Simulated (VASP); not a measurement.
# PbO2 (fluorite type) (Fm-3m) in VASP: further runs, part 2 of 2

VASP 6.6.1. Earlier steps stand in the parts before.

### 5 Single point, PBE

This run uses another cell than the first one, of 13.99 Å³/atom.

Contents of INCAR:

```
PREC = Accurate ; ENCUT = 520
EDIFF = 1E-6 ; ISMEAR = -1
SIGMA = 0.06122561905347299 ; LREAL = F
LASPH = T ; NELM = 100
ALGO = Normal ; ISIF = 2
LWAVE = F ; LCHARG = T
GGA = PE ; LELF = T
LVHAR = T ; NBANDS = 20
```

Contents of KPOINTS:

```
Automatic mesh
0
Gamma
  35 35 35
```

Contents of POSCAR:

```
PbO2
1.0
    0.0000000000      2.7585153670      2.7585153670
    2.7585153670      0.0000000000      2.7585153670
    2.7585153670      2.7585153670      0.0000000000
Pb O
1 2
Direct
    0.0000000000      0.0000000000      0.0000000000
    0.2500000000      0.2500000000      0.2500000000
    0.7500000000      0.7500000000      0.7500000000
```

Potentials or basis: VASP PAW PBE potentials, release 64 (Pb_d, O).

Run with:

```bash
cat potpaw_PBE.64/Pb_d/POTCAR potpaw_PBE.64/O/POTCAR > POTCAR
mpirun -np 1 vasp_std > vasp.out
```

OUTCAR:

```text
PREC = Accurate
   ENCUT = 520
   EDIFF = 1E-6
   ISMEAR = -1
   LREAL = F
   LASPH = T
   NELM = 100
   ISIF = 2
   GGA = PE

 ion  position               nearest neighbor table
   1  0.000  0.000  0.000-   3 2.39   3 2.39   3 2.39   2 2.39   2 2.39   2 2.39   3 2.39   2 2.39

   2  0.250  0.250  0.250-   1 2.39   1 2.39   1 2.39   1 2.39
   3  0.750  0.750  0.750-   1 2.39   1 2.39   1 2.39   1 2.39

  LATTYP: Found a face centered cubic cell.
 ALAT       =     5.5170307340

  Lattice vectors:

 A1 = (   0.0000000000,   2.7585153670,   2.7585153670)
 A2 = (   2.7585153670,   0.0000000000,   2.7585153670)
 A3 = (   2.7585153670,   2.7585153670,   0.0000000000)

Analysis of symmetry for initial positions (statically):
=====================================================================
 Subroutine PRICEL returns:
 Original cell was already a primitive cell.

 Routine SETGRP: Setting up the symmetry group for a
 face centered cubic supercell.

 Subroutine GETGRP returns: Found 48 space group operations
 (whereof 48 operations were pure point group operations)
 out of a pool of 48 trial point group operations.

The static configuration has the point symmetry O_h .

Analysis of symmetry for dynamics (positions and initial velocities):
=====================================================================
 Subroutine PRICEL returns:
 Original cell was already a primitive cell.

 Routine SETGRP: Setting up the symmetry group for a
 face centered cubic supercell.

 Subroutine GETGRP returns: Found 48 space group operations
 (whereof 48 operations were pure point group operations)
 out of a pool of 48 trial point group operations.

The dynamic configuration has the point symmetry O_h .

 Subroutine INISYM returns: Found 48 space group operations
 (whereof 48 operations are pure point group operations),
 and found     1 'primitive' translations

----------------------------------------------------------------------------------------

                                     Primitive cell

  volume of cell :      41.9813

  direct lattice vectors                    reciprocal lattice vectors
     0.000000000  2.758515367  2.758515367    -0.181256920  0.181256920  0.181256920
     2.758515367  0.000000000  2.758515367     0.181256920 -0.181256920  0.181256920
     2.758515367  2.758515367  0.000000000     0.181256920  0.181256920 -0.181256920

  length of vectors
     3.901129844  3.901129844  3.901129844     0.313946195  0.313946195  0.313946195

  position of ions in fractional coordinates (direct lattice)
     0.000000000  0.000000000  0.000000000
     0.250000000  0.250000000  0.250000000
     0.750000000  0.750000000  0.750000000

  ion indices of the primitive-cell ions
   primitive index   ion index
                 1           1
                 2           2
                 3           3

----------------------------------------------------------------------------------------

 KPOINTS: Automatic mesh

Automatic generation of k-mesh.
 Grid dimensions read from file:
 generate k-points for:   35   35   35

 Generating k-lattice:

  Cartesian coordinates                     Fractional coordinates (reciprocal lattice)
    -0.005178769  0.005178769  0.005178769     0.028571429  0.000000000  0.000000000
     0.005178769 -0.005178769  0.005178769     0.000000000  0.028571429  0.000000000
     0.005178769  0.005178769 -0.005178769     0.000000000  0.000000000  0.028571429

  Length of vectors
     0.008969891  0.008969891  0.008969891

  Shift w.r.t. Gamma in fractional coordinates (k-lattice)
     0.000000000  0.000000000  0.000000000

 Subroutine IBZKPT returns following result:
 ===========================================

 Found   1140 irreducible k-points:

 Following reciprocal coordinates:
            Coordinates               Weight
  0.000000  0.000000  0.000000      1.000000
  0.028571  0.000000  0.000000      8.000000
  0.057143  0.000000  0.000000      8.000000
  0.085714  0.000000  0.000000      8.000000
  0.114286  0.000000  0.000000      8.000000
  0.142857  0.000000  0.000000      8.000000
[... 16 lines left out ...]
  0.142857  0.028571  0.000000     24.000000
  0.171429  0.028571  0.000000     24.000000
 [... further k-points ...]
   k-points           NKPTS =   1140   k-points in BZ     NKDIM =   1140   number of bands    NBANDS=     20
   number of dos      NEDOS =    301   number of ions     NIONS =      3
   total plane-waves  NPLWV =  27000
   dimension x,y,z NGX =    30 NGY =   30 NGZ =   30
   dimension x,y,z NGXF=    60 NGYF=   60 NGZF=   60
   ions per type =               1   2
   NGX,Y,Z   is equivalent  to a cutoff of  12.78, 12.78, 12.78 a.u.
   NGXF,Y,Z  is equivalent  to a cutoff of  25.57, 25.57, 25.57 a.u.
 SYSTEM =  unknown system
   PREC   = accura    normal or accurate (medium, high low for compatibility)
   ISTART =      0    job   : 0-new  1-cont  2-samecut
   ICHARG =      2    charge: 1-file 2-atom 10-const
   ISPIN  =      1    spin polarized calculation?
   LNONCOLLINEAR =      F non collinear calculations
   LSORBIT =      F    spin-orbit coupling
   LASPH  =      T    aspherical Exc in radial PAW
   ENCUT  =  520.0 eV  38.22 Ry    6.18 a.u.   7.25  7.25  7.25*2*pi/ulx,y,z
   NELM   =    100;   NELMIN=  2; NELMDL= -5     # of ELM steps
   EDIFF  = 0.1E-05   stopping-criterion for ELM
   LREAL  =      F    real-space projection
   EDIFFG = 0.1E-04   stopping-criterion for IOM
   NSW    =      0    number of steps for IOM
   IBRION =     -1    ionic relax: 0-MD 1-quasi-New 2-CG
   NFREE  =      0    steps in history (QN), initial steepest desc. (CG)
   ISIF   =      2    stress and relaxation
   ISYM   =      2    0-nonsym 1-usesym 2-fastsym
   POTIM  = 0.5000    time-step for ionic-motion
   TEBEG  =    0.0;   TEEND  =   0.0 temperature during run
   PSTRESS=    0.0 pullay stress
   NELECT =      26.0000    total number of electrons
   NUPDOWN=      -1.0000    fix difference up-down
   EMIN   =  10.00;   EMAX   =-10.00  energy-range for DOS
   EFERMI =   0.00;   METHOD = LEGACY
   ISMEAR =    -1;   SIGMA  =   0.06  broadening in eV -4-tet -1-fermi 0-gaus
   EFERMI_NEDOS =   21; number of points for ismear=-14 and -15
   IALGO  =     38    algorithm
   IMIX   =      4    mixing-type and parameters
     AMIX     =   0.40;   BMIX     =  1.00
     AMIX_MAG =   1.60;   BMIX_MAG =  1.00
  volume/ion in A,a.u.               =      13.99        94.43
  Fermi-wavevector in a.u.,A,eV,Ry     =   1.395449  2.637016 26.494313  1.947277
  Thomas-Fermi vector in A             =   2.518899
   LORBIT       =      0    0 simple, 1 ext, 2 COOP (PROOUT), +10 PAW based schemes
   GGA     = PE    functional components
   LHFCALC =     F    Hartree Fock is set to
   AEXX    =    0.0000 exact exchange contribution
   IVDW    =     0    specifies the selected vdW correction
   LEPSILON=     F    determine dielectric tensor
   LRPA    =     F    only Hartree local field effects (RPA)
 non-spin polarized calculation
  energy-cutoff  :      520.00
  volume of cell :       41.98
 maximum number of plane-waves:      1155
 NGX is ok and might be reduce to    30
   NGX = 15   NGY = 15   NGZ = 15

 number of electron      25.9999992 magnetization

 Free energy of the ion-electron system (eV)
  ---------------------------------------------------
  ext. energy  EPLUGINS =         0.00000000
  ---------------------------------------------------
  free energy    TOTEN  =       -15.56598441 eV

  energy without entropy =      -15.55656040  energy(sigma->0) =      -15.56127241

 E-fermi :   4.8869     XC(G=0): -10.8104

 val. band max:        4.8641232792   @ k =  -0.2571   0.4857   0.2286
 cond. band min:       4.8959266174   @ k =   0.1429   0.0000   0.0000
 fundamental gap:      0.0318033382
 Fermi energy:         4.8869033583

 k-point     1 :       0.0000    0.0000    0.0000
  band No.  band energies     occupation
      1     -13.1722      2.00000
      2     -10.7508      2.00000
      3     -10.7508      2.00000
      4     -10.7508      2.00000
      5     -10.7281      2.00000
      6     -10.5777      2.00000
[... 12 lines left out ...]
     19      20.1171      0.00000
     20      20.1171      0.00000

 k-point     2 :       0.0286    0.0000    0.0000
  band No.  band energies     occupation
      1     -13.1663      2.00000
      2     -10.8804      2.00000
      3     -10.7500      2.00000
      4     -10.7500      2.00000
      5     -10.5981      2.00000
      6     -10.5777      2.00000
[... 498 lines left out ...]
 k-point    24 :       0.1714    0.0286    0.0000
  band No.  band energies     occupation
      1     -12.9897      2.00000
      2     -11.4876      2.00000
      3     -10.7274      2.00000
      4     -10.7262      2.00000
      5     -10.5807      2.00000
      6     -10.5747      2.00000
[... 12 lines left out ...]
     19      19.8206      0.00000
     20      19.9681      0.00000

 [... further k-points ...]
[... 5 lines left out ...]
  --------------------------------------------------------------------------------------
  -------------------------------------------------------------------------------------
  Total       -1.7406081     -1.7406081     -1.7406081      0.0000000     -0.0000000      0.0000000
  in kB      -66.4286407    -66.4286407    -66.4286407      0.0000000     -0.0000000      0.0000000
  external PRESSURE =     -66.4286407 kB  Pullay stress =       0.0000000 kB

 VOLUME and BASIS-vectors are now :
 -----------------------------------------------------------------------------
  energy-cutoff  :      520.00
  volume of cell :       41.98
      direct lattice vectors                 reciprocal lattice vectors
     0.000000000  2.758515367  2.758515367    -0.181256920  0.181256920  0.181256920
     2.758515367  0.000000000  2.758515367     0.181256920 -0.181256920  0.181256920
     2.758515367  2.758515367  0.000000000     0.181256920  0.181256920 -0.181256920

 POSITION                                       TOTAL-FORCE (eV/Angst)
 -----------------------------------------------------------------------------------
      0.00000      0.00000      0.00000         0.000000      0.000000     -0.000000
      1.37926      1.37926      1.37926         0.000000      0.000000      0.000000
      4.13777      4.13777      4.13777        -0.000000     -0.000000     -0.000000
 -----------------------------------------------------------------------------------
    total drift:                                0.000000     -0.000000      0.000000

  FREE ENERGIE OF THE ION-ELECTRON SYSTEM (eV)
  ---------------------------------------------------
  free  energy   TOTEN  =       -15.5659844099 eV

  energy  without entropy=      -15.5565604034  energy(sigma->0) =      -15.56127241
```

Wall time 14 min (1 thread of Oxide Virtual Turin-like, shared host); peak memory 0.84 GiB.

What came out:

* Free energy: -15.5660 eV
* Pressure: -6.6 GPa
* Band gap on the k mesh: zero (bands 13 and 14 overlap by 1.09 eV)

Caveat: the cell stands under tension; spin-orbit coupling is left out, which moves the levels of the heavy elements.

### 6 Overview

```csv
level,cell,k mesh,smearing,gap on the mesh (eV),pressure (GPa)
r2SCAN,"a = 3.876 Å, angles 60.0°, 3 atoms",11 × 11 × 11,fermi-dirac 0.1 eV,none,-10.8
PBE,"a = 3.876 Å, angles 60.0°, 3 atoms",35 × 35 × 35,fermi-dirac 0.0612256 eV,none,-4.7
PBE,"a = 3.901 Å, angles 60.0°, 3 atoms",35 × 35 × 35,fermi-dirac 0.0612256 eV,none,-6.6
```

Alike in all rows: task single point; potentials or basis VASP PAW PBE potentials, release 64 (Pb_d, O); no spin polarisation; cutoff (eV) 520.

Caveats: the cell stands under tension; spin-orbit coupling is left out, which moves the levels of the heavy elements; the PAW data sets were made with another functional, which shifts forces and pressure a little (at least some runs).

Total energies depend on the potentials used, so only differences within one code and one set of settings carry meaning.
